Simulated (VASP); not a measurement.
Crystal: B.

```
B
1.0
     2.37698    0.00000    0.00000
     0.00000    2.37698    0.00000
     0.00000    0.00000    1.60666
B
1
Cartesian
  1.1885 1.1885 0.8033
```

Base run:

- Program: VASP 6.6.1
- Functional: PBE
- Potentials or basis: VASP PAW PBE potentials, release 64 (B)
- Cutoff: 520 eV
- k mesh: 11 × 11 × 16
- Occupations: fermi-dirac, width 0.05 eV
- Spin: no spin polarisation

Its results: pressure -6.6 GPa.

Task: The run is repeated on the same cell with these changes: functional from PBE to B3LYP; k mesh from 11 × 11 × 16 to 6 × 6 × 8. What comes out?

Result: Pressure -4.5 GPa.

Several settings changed at once, so the effect can't be laid on one alone.

Caveats: some runs use coarse meshes; the PAW data sets were made with another functional, which shifts forces and pressure a little (some runs).
